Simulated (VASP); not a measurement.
The system is BAs.

```xyz
2
Lattice="0.0000 2.3885 2.3885 2.3885 0.0000 2.3885 2.3885 2.3885 0.0000" Properties=species:S:1:pos:R:3 pbc="T T T"
As    3.5827    3.5827    3.5827
B     0.0000    0.0000    0.0000
```

Base run:

| Property | Result |
| --- | --- |
| Program | VASP 6.6.1 |
| Functional | HSE06 |
| Potentials or basis | VASP PAW PBE potentials, release 64 (As, B) |
| Cutoff | 520 eV |
| k mesh | 6 × 6 × 6 |
| Occupations | gaussian, width 0.01 eV |
| Spin | no spin polarisation |

Its results: band gap on the k mesh 1.95 eV (least direct gap 4.11 eV); pressure -0.6 GPa.

Q: The run is repeated on the same cell with these changes: functional from HSE06 to PBE. What comes out?

A: Band gap on the k mesh 1.27 eV (least direct gap 3.27 eV); pressure 3.5 GPa.

Caveats: the PAW data sets were made with another functional, which shifts forces and pressure a little (at least some runs); the cell stands under pressure (at least some runs).

A k mesh can miss the band edges.
